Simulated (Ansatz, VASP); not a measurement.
**Pt in VASP and in Ansatz**

```
Pt
1.0
     2.77437    0.00000    0.00000
    -1.38718    2.40267    0.00000
     0.00000    0.00000    4.73882
Pt
2
Direct
  0.66667 0.33333 0.75000
  0.33333 0.66667 0.25000
```

Alike in both runs: functional PBE; k mesh 18 × 18 × 10; occupations fermi-dirac, width 0.15 eV; no spin polarisation.

Ansatz relaxed the structure, and its values are those at the end. VASP's run is a single point on that final structure, the one shown.

```csv
,VASP,Ansatz
version,VASP 6.6.1,Ansatz 0.2.0
potentials or method,"VASP PAW PBE potentials, release 64 (Pt), cutoff 520 eV","scalar-relativistic, plane waves, PAW"
valence electrons in the cell,20,36
```

VASP gave:

```
gap on the k mesh at the Fermi level (eV) : none
pressure (GPa)                            : -0.5
```

Question: Estimate Ansatz's values.

Answer: gap on the k mesh at the Fermi level (eV): none; pressure (GPa): 0.0.

A gap of «none» marks a metal or a gap that the smearing closes. VASP's potentials hold 20 valence electrons a cell and Ansatz's 36, so a difference there can come from the potentials and not from the codes.

Neither program's run includes spin-orbit coupling.
